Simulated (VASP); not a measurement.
# V (Im-3m) in VASP: settings compared, part 2 of 2

VASP 6.6.1. Earlier steps stand in the parts before.

### Step 3. Single point, PBE, collinear spin, ferromagnetic start

This run uses another cell than the first one, of 13.54 Å³/atom, 1.005 times its volume.

The input, INCAR:

```
PREC     = Accurate       # precision mode
ENCUT    = 520            # plane-wave cutoff, eV
EDIFF    = 1E-6           # SCF threshold, eV
ISMEAR   = 0              # smearing method
SIGMA    = 0.05           # smearing width, eV
LREAL    = False          # projectors in reciprocal space
LASPH    = True           # aspherical terms in the spheres
NELM     = 150            # most SCF steps
ALGO     = Fast           # electronic algorithm
ISIF     = 2              # what is computed and relaxed
LWAVE    = False          # write WAVECAR
LCHARG   = False          # write CHGCAR
ISPIN    = 2              # spin polarisation
MAGMOM   = 0.05           # initial moments
LORBIT   = 11             # projections on sites
LMAXMIX  = 4              # l up to which the mixer works
GGA      = PE             # functional
NBANDS   = 16             # bands
```

The input, KPOINTS:

```
Automatic mesh
0
Gamma
  10 10 10
```

The input, POSCAR:

```
V
1.0
   -1.5014198545      1.5014198545      1.5014198545
    1.5014198545     -1.5014198545      1.5014198545
    1.5014198545      1.5014198545     -1.5014198545
V
1
Direct
    0.0000000000      0.0000000000      0.0000000000
```

Potentials or basis: VASP PAW PBE potentials, release 64 (V_sv).

Command:

```
> cat potpaw_PBE.64/V_sv/POTCAR > POTCAR
> mpirun -np 1 vasp_std > vasp.out
```

OUTCAR:

```text
PREC = Accurate
   ENCUT = 520
   EDIFF = 1E-6
   ISMEAR = 0
   LREAL = False
   LASPH = True
   NELM = 150
   ISIF = 2
   ISPIN = 2
   LORBIT = 11
   GGA = PE

 ion  position               nearest neighbor table
   1  0.000  0.000  0.000-

  LATTYP: Found a body centered cubic cell.
 ALAT       =     3.0028397090

  Lattice vectors:

 A1 = (  -1.5014198545,   1.5014198545,   1.5014198545)
 A2 = (   1.5014198545,  -1.5014198545,   1.5014198545)
 A3 = (   1.5014198545,   1.5014198545,  -1.5014198545)

Analysis of symmetry for initial positions (statically):
=====================================================================
 Subroutine PRICEL returns:
 Original cell was already a primitive cell.

 Routine SETGRP: Setting up the symmetry group for a
 body centered cubic supercell.

 Subroutine GETGRP returns: Found 48 space group operations
 (whereof 48 operations were pure point group operations)
 out of a pool of 48 trial point group operations.

The static configuration has the point symmetry O_h .

Analysis of symmetry for dynamics (positions and initial velocities):
[... 640 lines left out ...]

 spin component 2

 k-point     1 :       0.0000    0.0000    0.0000
  band No.  band energies     occupation
      1     -54.1439      1.00000
      2     -27.4501      1.00000
      3     -27.4501      1.00000
      4     -27.4501      1.00000
      5       3.0669      1.00000
      6      10.0128      0.00000
[... 435 lines left out ...]
      5       6.1135      1.00000
      6       9.2605      1.00000
[... 8 lines left out ...]
     15      35.0165      0.00000
     16      37.1239      0.00000

 [... further k-points ...]

------------------------ aborting loop because EDIFF is reached ----------------------------------------

  FORCE on cell =-STRESS in cart. coord.  units (eV):
  Direction    XX          YY          ZZ          XY          YZ          ZX
  --------------------------------------------------------------------------------------
  -------------------------------------------------------------------------------------
  Total        0.0194835      0.0194835      0.0194835      0.0000000     -0.0000000     -0.0000000
  in kB        2.3057478      2.3057478      2.3057478      0.0000000     -0.0000000     -0.0000000
  external PRESSURE =       2.3057478 kB  Pullay stress =       0.0000000 kB

 VOLUME and BASIS-vectors are now :
 -----------------------------------------------------------------------------
  energy-cutoff  :      520.00
  volume of cell :       13.54
      direct lattice vectors                 reciprocal lattice vectors
    -1.501419854  1.501419854  1.501419854     0.000000000  0.333018108  0.333018108
     1.501419854 -1.501419854  1.501419854     0.333018108  0.000000000  0.333018108
     1.501419854  1.501419854 -1.501419854     0.333018108  0.333018108  0.000000000

 POSITION                                       TOTAL-FORCE (eV/Angst)
 -----------------------------------------------------------------------------------
      0.00000      0.00000      0.00000         0.000000      0.000000      0.000000
 -----------------------------------------------------------------------------------
    total drift:                                0.000000     -0.000000      0.000000

  FREE ENERGIE OF THE ION-ELECTRON SYSTEM (eV)
  ---------------------------------------------------
  free  energy   TOTEN  =        -8.9923876268 eV

  energy  without entropy=       -8.9902757231  energy(sigma->0) =       -8.99133167

 total charge

# of ion       s       p       d       tot
------------------------------------------
    1        2.341   6.231   3.060  11.632

 magnetization (x)

# of ion       s       p       d       tot
------------------------------------------
    1       -0.000  -0.000   0.000   0.000
```

OSZICAR:

```text
N       E                     dE             d eps       ncg     rms          rms(c)
DAV:   1     0.911511515343E+02    0.91151E+02   -0.64217E+03  3048   0.884E+02
DAV:   2    -0.888512132194E+01   -0.10004E+03   -0.95942E+02  3376   0.270E+02
DAV:   3    -0.103921925602E+02   -0.15071E+01   -0.15045E+01  3368   0.362E+01
DAV:   4    -0.103980698861E+02   -0.58773E-02   -0.58772E-02  3632   0.237E+00
DAV:   5    -0.103981208579E+02   -0.50972E-04   -0.50971E-04  3424   0.207E-01    0.182E+01
RMM:   6    -0.901933534940E+01    0.13788E+01   -0.14661E+00  3394   0.119E+01    0.161E+00
RMM:   7    -0.900165444959E+01    0.17681E-01   -0.29598E-02  3406   0.182E+00    0.869E-01
RMM:   8    -0.899259161712E+01    0.90628E-02   -0.37157E-03  3441   0.678E-01    0.224E-01
RMM:   9    -0.899241765665E+01    0.17396E-03   -0.34951E-04  3486   0.212E-01    0.657E-02
RMM:  10    -0.899239180891E+01    0.25848E-04   -0.64515E-05  3601   0.770E-02    0.285E-02
RMM:  11    -0.899238746243E+01    0.43465E-05   -0.33063E-06  3209   0.205E-02    0.823E-03
RMM:  12    -0.899238762681E+01   -0.16439E-06   -0.55515E-07  2391   0.816E-03
   1 F= -.89923876E+01 E0= -.89913317E+01  d E =-.211190E-02  mag=     0.0000
```

stdout:

```text
POSCAR found type information on POSCAR V
 POSCAR found :  1 types and       1 ions
 scaLAPACK will be used
 LDA part: xc-table for (Slater+PW92), standard interpolation
 POSCAR, INCAR and KPOINTS ok, starting setup
 FFT: planning ... GRIDC
 FFT: planning ... GRID_SOFT
 FFT: planning ... GRID
 WAVECAR not read
 entering main loop
```

Run time: 9.5 s. Hardware: 1 thread of AMD EPYC 9R45 (Zen 5), shared host; peak memory 0.1 GiB.

Results:

```yaml
Free_energy: -8.9924 eV
Pressure: 0.2 GPa
Net_moment: 0.00 μB per cell
Valence_electrons_inside_the_program's_atomic_spheres: V 11.63
```

Levels at points of the mesh, in eV from the Fermi level:
Spin up:
| k point | band 4 | band 5 | band 6 | band 7 | band 8 | band 9 |
| --- | --- | --- | --- | --- | --- | --- |
| (0.00, 0.00, 0.00) | -37.08 | -6.57 | 0.38 | 0.38 | 0.38 | 2.37 |
| (0.50, 0.00, 0.00) | -37.09 | -3.16 | -1.14 | 1.63 | 2.37 | 2.73 |
| (0.50, 0.50, 0.50) | -37.69 | -2.98 | -2.98 | 3.65 | 3.65 | 3.65 |
Spin down:
```csv
k point,band 2,band 3,band 4,band 5,band 6,band 7,band 8,band 9,band 10,band 11
"(0.00, 0.00, 0.00)",-37.08,-37.08,-37.08,-6.57,0.38,0.38,0.38,2.37,2.37,20.46
"(0.50, 0.00, 0.00)",-37.96,-37.36,-37.09,-3.16,-1.14,1.63,2.37,2.73,4.04,10.08
"(0.50, 0.50, 0.50)",-37.69,-37.69,-37.69,-2.98,-2.98,3.65,3.65,3.65,10.16,10.16
```

### Step 4. Single point, PBE, collinear spin, ferromagnetic start

This run uses another cell than the first one, of 13.89 Å³/atom, 1.031 times its volume.

The input, INCAR:

```
SYSTEM = V
PREC = Accurate ; ENCUT = 520
EDIFF = 1E-6 ; ISMEAR = 0
SIGMA = 0.05 ; LREAL = .False.
LASPH = .True. ; NELM = 150
ALGO = Normal ; ISIF = 2
LWAVE = .False. ; LCHARG = .False.
ISPIN = 2 ; MAGMOM = 1
LORBIT = 11 ; LMAXMIX = 4
GGA = PE ; NBANDS = 16
```

The input, KPOINTS:

```
Automatic mesh
0
Gamma
  10 10 10
  0 0 0
```

The input, POSCAR:

```
V
1.0
   -1.5143500000      1.5143500000      1.5143500000
    1.5143500000     -1.5143500000      1.5143500000
    1.5143500000      1.5143500000     -1.5143500000
V
1
Direct
    0.0000000000      0.0000000000      0.0000000000
```

Potentials or basis: VASP PAW PBE potentials, release 64 (V_sv).

Command:

```
> cat potpaw_PBE.64/V_sv/POTCAR > POTCAR
> mpirun -np 1 vasp_std > vasp.out
```

OUTCAR:

```text
SYSTEM = V
   PREC = Accurate
   ENCUT = 520
   EDIFF = 1E-6
   ISMEAR = 0
   LREAL = .False.
   LASPH = .True.
   NELM = 150
   ISIF = 2
   ISPIN = 2
   LORBIT = 11
   GGA = PE

 ion  position               nearest neighbor table
   1  0.000  0.000  0.000-

  LATTYP: Found a body centered cubic cell.
 ALAT       =     3.0287000000

  Lattice vectors:

 A1 = (  -1.5143500000,   1.5143500000,   1.5143500000)
 A2 = (   1.5143500000,  -1.5143500000,   1.5143500000)
[... 1122 lines left out ...]
  -------------------------------------------------------------------------------------
  Total       -0.3777581     -0.3777581     -0.3777581      0.0000000      0.0000000     -0.0000000
  in kB      -43.5698035    -43.5698035    -43.5698035      0.0000000      0.0000000     -0.0000000
  external PRESSURE =     -43.5698035 kB  Pullay stress =       0.0000000 kB

 VOLUME and BASIS-vectors are now :
 -----------------------------------------------------------------------------
  energy-cutoff  :      520.00
  volume of cell :       13.89
      direct lattice vectors                 reciprocal lattice vectors
    -1.514350000  1.514350000  1.514350000     0.000000000  0.330174662  0.330174662
     1.514350000 -1.514350000  1.514350000     0.330174662  0.000000000  0.330174662
     1.514350000  1.514350000 -1.514350000     0.330174662  0.330174662  0.000000000

 POSITION                                       TOTAL-FORCE (eV/Angst)
 -----------------------------------------------------------------------------------
      0.00000      0.00000      0.00000        -0.000000     -0.000000      0.000000
 -----------------------------------------------------------------------------------
    total drift:                                0.000000     -0.000000      0.000000

  FREE ENERGIE OF THE ION-ELECTRON SYSTEM (eV)
  ---------------------------------------------------
  free  energy   TOTEN  =        -8.9878721283 eV

  energy  without entropy=       -8.9858897474  energy(sigma->0) =       -8.98688094

 total charge

# of ion       s       p       d       tot
------------------------------------------
    1        2.333   6.221   3.034  11.589

 magnetization (x)

# of ion       s       p       d       tot
------------------------------------------
    1        0.000   0.000   0.000   0.000
```

OSZICAR:

```text
N       E                     dE             d eps       ncg     rms          rms(c)
DAV:   1     0.923191629479E+02    0.92319E+02   -0.67323E+03  3032   0.921E+02
DAV:   2    -0.865279420112E+01   -0.10097E+03   -0.96833E+02  3344   0.269E+02
DAV:   3    -0.102787986995E+02   -0.16260E+01   -0.16239E+01  3392   0.369E+01
DAV:   4    -0.102853514410E+02   -0.65527E-02   -0.65526E-02  3592   0.246E+00
DAV:   5    -0.102854095665E+02   -0.58125E-04   -0.58125E-04  3440   0.218E-01    0.180E+01
DAV:   6    -0.900339112711E+01    0.12820E+01   -0.15926E+00  3072   0.224E+01    0.170E+00
DAV:   7    -0.899529054922E+01    0.81006E-02   -0.50515E-02  3296   0.205E+00    0.115E+00
DAV:   8    -0.898809048595E+01    0.72001E-02   -0.41356E-03  3312   0.764E-01    0.957E-01
DAV:   9    -0.898762858371E+01    0.46190E-03   -0.12365E-03  3352   0.410E-01    0.156E-01
DAV:  10    -0.898786369567E+01   -0.23511E-03   -0.20754E-04  3136   0.172E-01    0.327E-02
DAV:  11    -0.898787128815E+01   -0.75925E-05   -0.15730E-05  3344   0.388E-02    0.135E-02
DAV:  12    -0.898787212828E+01   -0.84014E-06   -0.53327E-06  3176   0.221E-02
   1 F= -.89878721E+01 E0= -.89868809E+01  d E =-.198238E-02  mag=     0.0002
```

Run time: 8.6 s. Hardware: 1 thread of AMD EPYC 9R45 (Zen 5), shared host; peak memory 0.11 GiB.

What came out:

- Free energy: -8.9879 eV
- Pressure: -4.4 GPa
- Net moment: 0.00 μB per cell
- Valence electrons inside the program's atomic spheres: V 11.59

### Step 5. Single point, r2SCAN (volume scaled by 0.960)

The input, POSCAR:

```
V
1.0
   -1.4708859715      1.4708859715      1.4708859715
    1.4708859715     -1.4708859715      1.4708859715
    1.4708859715      1.4708859715     -1.4708859715
V
1
Direct
    0.0000000000      0.0000000000      0.0000000000
```

The input, INCAR.step1:

```
SYSTEM = V
PREC = Accurate
ENCUT = 520
ISMEAR = 0
SIGMA = 0.05
LREAL = .False.
LASPH = .True.
NELM = 80
NBANDS = 12
GGA = PE
ALGO = Normal
EDIFF = 1E-4
LWAVE = .True.
LCHARG = .False.
```

The input, INCAR.step2:

```
SYSTEM = V
PREC = Accurate
ENCUT = 520
EDIFF = 1E-6
ISMEAR = 0
SIGMA = 0.05
LREAL = .False.
LASPH = .True.
NELM = 80
ALGO = Normal
ISIF = 2
LWAVE = .False.
LCHARG = .True.
METAGGA = R2SCAN
LMIXTAU = .True.
LELF = .True.
LVHAR = .True.
NBANDS = 12
ISTART = 1
```

The input, KPOINTS:

```
Automatic mesh
0
Gamma
  20 20 20
  0 0 0
```

Command:

```
> cat potpaw_PBE.64/V_sv/POTCAR > POTCAR
> cp INCAR.step1 INCAR
> mpirun -np 1 vasp_std > vasp.out
> cp INCAR.step2 INCAR
> mpirun -np 1 vasp_std > vasp.out
```

It took 71 s on 1 thread of AMD EPYC 9R45 (Zen 5), shared host; peak memory 0.13 GiB.

It converged, with:

* Free energy: -14.1138 eV
* Pressure: 9.4 GPa

Levels at points of the mesh, in eV from the Fermi level:
| k point | band 4 | band 5 | band 6 | band 7 | band 8 | band 9 | band 10 | band 11 |
| --- | --- | --- | --- | --- | --- | --- | --- | --- |
| (0.00, 0.00, 0.00) | -38.29 | -7.17 | 0.50 | 0.50 | 0.50 | 2.83 | 2.83 | 21.70 |
| (0.50, 0.00, 0.00) | -38.30 | -3.54 | -1.26 | 1.75 | 2.82 | 3.25 | 4.62 | 11.36 |
| (0.50, 0.50, 0.50) | -39.04 | -3.39 | -3.39 | 4.18 | 4.18 | 4.18 | 11.22 | 11.22 |

Caveat: the cell differs from its parent crystal (volume scaled by 0.960); the PAW data sets were made with another functional, which shifts forces and pressure a little.

### Step 6. Single point, r2SCAN (volume scaled by 0.980)

The input, POSCAR:

```
V
1.0
   -1.4810303332      1.4810303332      1.4810303332
    1.4810303332     -1.4810303332      1.4810303332
    1.4810303332      1.4810303332     -1.4810303332
V
1
Direct
    0.0000000000      0.0000000000      0.0000000000
```

The input, INCAR.step1:

```
SYSTEM = V
PREC = Accurate ; ENCUT = 520
ISMEAR = 0 ; SIGMA = 0.05
LREAL = .False. ; LASPH = .True.
NELM = 100 ; NBANDS = 12
GGA = PE ; ALGO = Normal
EDIFF = 1E-4 ; LWAVE = .True.
LCHARG = .False.
```

The input, INCAR.step2:

```
SYSTEM = V
PREC = Accurate ; ENCUT = 520
EDIFF = 1E-6 ; ISMEAR = 0
SIGMA = 0.05 ; LREAL = .False.
LASPH = .True. ; NELM = 100
ALGO = Normal ; ISIF = 2
LWAVE = .False. ; LCHARG = .True.
METAGGA = R2SCAN ; LMIXTAU = .True.
LELF = .True. ; LVHAR = .True.
NBANDS = 12 ; ISTART = 1
```

The input, KPOINTS:

```
regular mesh
0
Gamma
  20 20 20
  0 0 0
```

Potentials or basis: VASP PAW PBE potentials, release 64 (V_sv).

Command:

```
> cat potpaw_PBE.64/V_sv/POTCAR > POTCAR
> cp INCAR.step1 INCAR
> mpirun -np 1 vasp_std > vasp.out
> cp INCAR.step2 INCAR
> mpirun -np 1 vasp_std > vasp.out
```

Run time: 70 s. Hardware: 1 thread of AMD EPYC 9R45 (Zen 5), shared host; peak memory 0.13 GiB.

The run converged. Its results:

| Quantity | Value |
| --- | --- |
| Free energy | -14.1257 eV |
| Pressure | 4.9 GPa |

Levels at points of the mesh, in eV from the Fermi level:
| k point | band 5 | band 6 | band 7 | band 8 | band 9 | band 10 |
| --- | --- | --- | --- | --- | --- | --- |
| (0.00, 0.00, 0.00) | -7.13 | 0.50 | 0.50 | 0.50 | 2.77 | 2.77 |
| (0.50, 0.00, 0.00) | -3.46 | -1.21 | 1.66 | 2.76 | 3.18 | 4.50 |
| (0.50, 0.50, 0.50) | -3.28 | -3.28 | 4.07 | 4.07 | 4.07 | 11.00 |

Caveat: the cell differs from its parent crystal (volume scaled by 0.980); the PAW data sets were made with another functional, which shifts forces and pressure a little.

### Step 7. The runs side by side

| level | spin | cell | k mesh | gap on the mesh (eV) | pressure (GPa) | moment (μB) |
| --- | --- | --- | --- | --- | --- | --- |
| PBE | collinear, ferromagnetic start | a = 2.596 Å, angles 109.5°, 1 atom | 10 × 10 × 10 | none | 1.2 | 0.00 |
| PBE | collinear, ferromagnetic start | a = 2.601 Å, angles 109.5°, 1 atom | 10 × 10 × 10 | none | 0.2 | 0.00 |
| PBE | collinear, ferromagnetic start | a = 2.623 Å, angles 109.5°, 1 atom | 10 × 10 × 10 | none | -4.4 | 0.00 |
| r2SCAN | off | a = 2.548 Å, angles 109.5°, 1 atom | 20 × 20 × 20 | none | 9.4 | - |
| r2SCAN | off | a = 2.565 Å, angles 109.5°, 1 atom | 20 × 20 × 20 | none | 4.9 | - |

Alike in all rows: task single point; potentials or basis VASP PAW PBE potentials, release 64 (V_sv); cutoff (eV) 520; smearing gaussian 0.05 eV.

Caveats: the PAW data sets were made with another functional, which shifts forces and pressure a little (some runs).

Absolute energies hang on the potentials; compare differences alone.
